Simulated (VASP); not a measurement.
# MgZnO4 (P-6m2) in VASP: single point with PBE

Aim: the single point of MgZnO4 with PBE.

Everything below comes from runs of VASP 6.6.1. Logs are shortened: lines on timing, memory, paths and dates and some standing lists are left out, and cuts for length are marked.

## Step 1: The cell of the first run

It takes space group P-6m2 (No. 187, hexagonal). The conventional cell has a = 4.670 Å, b = 4.670 Å, c = 3.637 Å, α = 90.00°, β = 90.00°, γ = 120.00°. Within 3.7 Å of Mg (site symmetry -6m2) lie 15 O at 2.70 to 2.96 Å and 3 Zn at 2.70 Å and 2 Mg at 3.64 Å. Within 3.0 Å of Zn (site symmetry -6m2) lie 9 O at 2.27 to 2.70 Å and 3 Mg at 2.70 Å. Within 3.0 Å of O (site symmetry -6m2) lie 6 O at 2.26 Å and 3 Mg at 2.70 Å and 3 Zn at 2.70 Å. O (site symmetry mm2) has 6 O at 2.26 to 2.34 Å and 2 Zn at 2.27 Å and 4 Mg at 2.96 Å within 3.0 Å.

The cell was generated, and may not be a known phase.

## Step 2: Single point, PBE, collinear spin, ferromagnetic start

The input, INCAR:

```
SYSTEM = MgZnO4
PREC = Accurate
ENCUT = 840
EDIFF = 1E-6
ISMEAR = 0
SIGMA = 0.1
LREAL = .False.
LASPH = .True.
NELM = 200
ALGO = Normal
ISIF = 2
LWAVE = .False.
LCHARG = .False.
ISPIN = 2
MAGMOM = 0 0 1 1 1 1
LORBIT = 11
GGA = PE
NBANDS = 36
GGA_COMPAT = .False.
```

The input, KPOINTS:

```
regular mesh
0
Gamma
  6 6 6
  0 0 0
```

The input, POSCAR:

```
MgZnO4
1.0
    4.6701379500      0.0000000000      0.0000000000
   -2.3350689800      4.0444581100      0.0000000000
    0.0000000000      0.0000000000      3.6368772600
Mg Zn O
1 1 4
Direct
    0.6666666700      0.3333333300      0.0000000000
    0.0000000000      0.0000000000      0.0000000000
    0.3333333300      0.6666666700      0.0000000000
    0.6653136400      0.8326568200      0.5000000000
    0.1673431800      0.8326568200      0.5000000000
    0.1673431800      0.3346863600      0.5000000000
```

Potentials or basis: VASP PAW PBE potentials, release 64 (Mg_sv, Zn, O).

Command:

```bash
> cat potpaw_PBE.64/Mg_sv/POTCAR potpaw_PBE.64/Zn/POTCAR potpaw_PBE.64/O/POTCAR > POTCAR
> mpirun -np 1 vasp_std > vasp.out
```

OUTCAR:

```text
SYSTEM = MgZnO4
   PREC = Accurate
   ENCUT = 840
   EDIFF = 1E-6
   ISMEAR = 0
   LREAL = .False.
   LASPH = .True.
   NELM = 200
   ISIF = 2
   ISPIN = 2
   LORBIT = 11
   GGA = PE

 ion  position               nearest neighbor table
   1  0.667  0.333  0.000-
   2  0.000  0.000  0.000-   4 2.27   4 2.27   5 2.27   5 2.27   6 2.27   6 2.27
   3  0.333  0.667  0.000-
   4  0.665  0.833  0.500-   2 2.27   2 2.27
   5  0.167  0.833  0.500-   2 2.27   2 2.27
   6  0.167  0.335  0.500-   2 2.27   2 2.27

  LATTYP: Found a hexagonal cell.
 ALAT       =     4.6701379500
 C/A-ratio  =     0.7787515699

  Lattice vectors:

 A1 = (   4.6701379500,   0.0000000000,   0.0000000000)
 A2 = (  -2.3350689800,   4.0444581100,   0.0000000000)
 A3 = (   0.0000000000,   0.0000000000,   3.6368772600)

Analysis of symmetry for initial positions (statically):
=====================================================================
 Subroutine PRICEL returns:
 Original cell was already a primitive cell.

 Routine SETGRP: Setting up the symmetry group for a
 hexagonal supercell.

 Subroutine GETGRP returns: Found 12 space group operations
 (whereof 12 operations were pure point group operations)
 out of a pool of 24 trial point group operations.

The static configuration has the point symmetry D_3h.

Analysis of symmetry for dynamics (positions and initial velocities):
=====================================================================
 Subroutine PRICEL returns:
 Original cell was already a primitive cell.

 Routine SETGRP: Setting up the symmetry group for a
 hexagonal supercell.

 Subroutine GETGRP returns: Found 12 space group operations
 (whereof 12 operations were pure point group operations)
 out of a pool of 24 trial point group operations.

The dynamic configuration has the point symmetry D_3h.

Analysis of structural, dynamic, and magnetic symmetry:
=====================================================================
 Subroutine PRICEL returns:
 Original cell was already a primitive cell.

 Routine SETGRP: Setting up the symmetry group for a
 hexagonal supercell.

 Subroutine GETGRP returns: Found 12 space group operations
 (whereof 12 operations were pure point group operations)
 out of a pool of 24 trial point group operations.

The overall configuration has the point symmetry D_3h.

 Subroutine INISYM returns: Found 12 space group operations
 (whereof 12 operations are pure point group operations),
 and found     1 'primitive' translations

----------------------------------------------------------------------------------------

                                     Primitive cell

  volume of cell :      68.6940

  direct lattice vectors                    reciprocal lattice vectors
     4.670137950  0.000000000  0.000000000     0.214126437  0.123625956  0.000000000
    -2.335068980  4.044458110  0.000000000     0.000000000  0.247251912  0.000000000
     0.000000000  0.000000000  3.636877260     0.000000000  0.000000000  0.274961163

  length of vectors
     4.670137950  4.670137958  3.636877260     0.247251912  0.247251912  0.274961163

  position of ions in fractional coordinates (direct lattice)
     0.666666670  0.333333330  0.000000000
     0.000000000  0.000000000  0.000000000
     0.333333330  0.666666670  0.000000000
     0.665313640  0.832656820  0.500000000
     0.167343180  0.832656820  0.500000000
     0.167343180  0.334686360  0.500000000

  ion indices of the primitive-cell ions
   primitive index   ion index
                 1           1
                 2           2
                 3           3
                 4           4
                 5           5
                 6           6

----------------------------------------------------------------------------------------

[... 25 lines left out ...]
            Coordinates               Weight
  0.000000  0.000000  0.000000      1.000000
  0.166667  0.000000  0.000000      6.000000
  0.333333  0.000000  0.000000      6.000000
  0.500000  0.000000  0.000000      3.000000
  0.166667  0.166667  0.000000      6.000000
  0.333333  0.166667  0.000000     12.000000
[... 16 lines left out ...]
  0.166667  0.000000  0.500000      6.000000
  0.333333  0.000000  0.500000      6.000000
 [... further k-points ...]
   k-points           NKPTS =     28   k-points in BZ     NKDIM =     28   number of bands    NBANDS=     36
   number of dos      NEDOS =    301   number of ions     NIONS =      6
   total plane-waves  NPLWV =  82944
   dimension x,y,z NGX =    48 NGY =   48 NGZ =   36
   dimension x,y,z NGXF=    96 NGYF=   96 NGZF=   72
   ions per type =               1   1   4
   NGX,Y,Z   is equivalent  to a cutoff of  17.09, 17.09, 16.46 a.u.
   NGXF,Y,Z  is equivalent  to a cutoff of  34.17, 34.17, 32.91 a.u.
 SYSTEM =  MgZnO4
   PREC   = accura    normal or accurate (medium, high low for compatibility)
   ISTART =      0    job   : 0-new  1-cont  2-samecut
   ICHARG =      2    charge: 1-file 2-atom 10-const
   ISPIN  =      2    spin polarized calculation?
   LNONCOLLINEAR =      F non collinear calculations
   LSORBIT =      F    spin-orbit coupling
   LASPH  =      T    aspherical Exc in radial PAW
   ENCUT  =  840.0 eV  61.74 Ry    7.86 a.u.  11.04 11.04  8.59*2*pi/ulx,y,z
   NELM   =    200;   NELMIN=  2; NELMDL= -5     # of ELM steps
   EDIFF  = 0.1E-05   stopping-criterion for ELM
   LREAL  =      F    real-space projection
   EDIFFG = 0.1E-04   stopping-criterion for IOM
   NSW    =      0    number of steps for IOM
   IBRION =     -1    ionic relax: 0-MD 1-quasi-New 2-CG
   NFREE  =      0    steps in history (QN), initial steepest desc. (CG)
   ISIF   =      2    stress and relaxation
   ISYM   =      2    0-nonsym 1-usesym 2-fastsym
   POTIM  = 0.5000    time-step for ionic-motion
   TEBEG  =    0.0;   TEEND  =   0.0 temperature during run
   PSTRESS=    0.0 pullay stress
   NELECT =      46.0000    total number of electrons
   NUPDOWN=      -1.0000    fix difference up-down
   EMIN   =  10.00;   EMAX   =-10.00  energy-range for DOS
   EFERMI =   0.00;   METHOD = LEGACY
   ISMEAR =     0;   SIGMA  =   0.10  broadening in eV -4-tet -1-fermi 0-gaus
   EFERMI_NEDOS =   21; number of points for ismear=-14 and -15
   IALGO  =     38    algorithm
   IMIX   =      4    mixing-type and parameters
     AMIX     =   0.40;   BMIX     =  1.00
     AMIX_MAG =   1.60;   BMIX_MAG =  1.00
  volume/ion in A,a.u.               =      11.45        77.26
  Fermi-wavevector in a.u.,A,eV,Ry     =   1.432258  2.706575 27.910482  2.051363
  Thomas-Fermi vector in A             =   2.551905
   LORBIT       =     11    0 simple, 1 ext, 2 COOP (PROOUT), +10 PAW based schemes
   GGA     = PE    functional components
   LHFCALC =     F    Hartree Fock is set to
   AEXX    =    0.0000 exact exchange contribution
   IVDW    =     0    specifies the selected vdW correction
   LEPSILON=     F    determine dielectric tensor
   LRPA    =     F    only Hartree local field effects (RPA)
 spin polarized calculation
 Gauss-broadening in eV      SIGMA  =   0.10
  energy-cutoff  :      840.00
  volume of cell :       68.69
 maximum number of plane-waves:      3834
 NGX is ok and might be reduce to    48
   NGX = 23   NGY = 23   NGZ = 17

 number of electron      46.0000010 magnetization       1.8320451

 Free energy of the ion-electron system (eV)
  ---------------------------------------------------
  ext. energy  EPLUGINS =         0.00000000
  ---------------------------------------------------
  free energy    TOTEN  =       -19.71576714 eV

  energy without entropy =      -19.69306092  energy(sigma->0) =      -19.70441403

 E-fermi :   2.2542     XC(G=0): -10.6791

 val. band max:        2.2468467764   @ k =   0.1667   0.1667   0.1667
 cond. band min:       2.2626843686   @ k =   0.1667   0.1667   0.5000
 fundamental gap:      0.0158375922
 Fermi energy:         2.2541614299

 spin component 1

 k-point     1 :       0.0000    0.0000    0.0000
  band No.  band energies     occupation
      1     -74.8100      1.00000
      2     -41.5716      1.00000
      3     -41.5627      1.00000
      4     -41.5627      1.00000
      5     -17.2743      1.00000
      6     -14.3365      1.00000
[... 901 lines left out ...]
     34      14.8158      0.00000
     35      15.8291      0.00000

 [... further k-points ...]

 spin component 2

 k-point     1 :       0.0000    0.0000    0.0000
  band No.  band energies     occupation
      1     -74.8213      1.00000
      2     -41.5842      1.00000
      3     -41.5747      1.00000
      4     -41.5747      1.00000
      5     -16.5881      1.00000
      6     -13.7849      1.00000
[... 901 lines left out ...]
     34      14.8675      0.00000
     35      15.8976      0.00000

 [... further k-points ...]

 [bands above 35 left out]

------------------------ aborting loop because EDIFF is reached ----------------------------------------

  FORCE on cell =-STRESS in cart. coord.  units (eV):
  Direction    XX          YY          ZZ          XY          YZ          ZX
  --------------------------------------------------------------------------------------
  -------------------------------------------------------------------------------------
  Total       -1.2226737     -1.2226738     -4.1599724      0.0000000      0.0000000      0.0000000
  in kB      -28.5169106    -28.5169107    -97.0247053      0.0000000      0.0000000      0.0000000
  external PRESSURE =     -51.3528422 kB  Pullay stress =       0.0000000 kB

 VOLUME and BASIS-vectors are now :
 -----------------------------------------------------------------------------
  energy-cutoff  :      840.00
  volume of cell :       68.69
      direct lattice vectors                 reciprocal lattice vectors
     4.670137950  0.000000000  0.000000000     0.214126437  0.123625956  0.000000000
    -2.335068980  4.044458110  0.000000000     0.000000000  0.247251912  0.000000000
     0.000000000  0.000000000  3.636877260     0.000000000  0.000000000  0.274961163

 POSITION                                       TOTAL-FORCE (eV/Angst)
 -----------------------------------------------------------------------------------
      2.33507      1.34815      0.00000         0.000000      0.000000      0.000000
      0.00000      0.00000      0.00000         0.000000      0.000000      0.000000
     -0.00000      2.69631      0.00000         0.000000      0.000000      0.000000
      1.16280      3.36765      1.81844         0.919299      0.530757     -0.000000
     -1.16280      3.36765      1.81844        -0.919299      0.530757     -0.000000
     -0.00000      1.35362      1.81844         0.000000     -1.061515     -0.000000
 -----------------------------------------------------------------------------------
    total drift:                               -0.000029      0.000016     -0.000000

  FREE ENERGIE OF THE ION-ELECTRON SYSTEM (eV)
  ---------------------------------------------------
  free  energy   TOTEN  =       -19.7157671370 eV

  energy  without entropy=      -19.6930609209  energy(sigma->0) =      -19.70441403

 total charge

# of ion       s       p       d       tot
------------------------------------------
    1        2.062   5.955   0.009   8.026
    2        0.472   0.334   9.801  10.607
    3        1.628   3.078   0.000   4.705
    4        1.626   3.106   0.000   4.732
    5        1.626   3.106   0.000   4.732
    6        1.626   3.106   0.000   4.732
--------------------------------------------------
tot          9.039  18.684   9.810  37.533

 magnetization (x)

# of ion       s       p       d       tot
------------------------------------------
    1       -0.008  -0.002  -0.000  -0.011
    2       -0.017   0.001   0.002  -0.014
    3        0.010   0.825   0.000   0.835
    4        0.003   0.281   0.000   0.285
    5        0.003   0.281   0.000   0.285
    6        0.003   0.281   0.000   0.285
--------------------------------------------------
tot         -0.005   1.669   0.001   1.665
```

Run time: 13 min. Hardware: 1 thread of Intel Xeon Platinum 8488C (Sapphire Rapids), shared host; peak memory 0.46 GiB.

Results:

```
Free energy                                           : -19.7158 eV
Pressure                                              : -5.1 GPa
Largest force                                         : 1.062 eV/Å
Net moment                                            : 1.83 μB per cell
Site moments                                          : Mg -0.01; Zn -0.01; O +0.83, +0.28 (each value once) μB
Valence electrons inside the program's atomic spheres : Mg 8.03; Zn 10.61; O 4.71, 4.73 (each value once)
```

Forces on the atoms (eV/Å):
```
Mg   0.000  0.000  0.000
Zn   0.000  0.000  0.000
O    0.000  0.000  0.000
O    0.919  0.531  0.000
O   -0.919  0.531  0.000
O    0.000 -1.062  0.000
```

Caveat: the stress differs along the axes, from -10 to -3 GPa; forces of over 1 eV/Å act on the atoms, so gaps and moduli don't describe the material at rest.
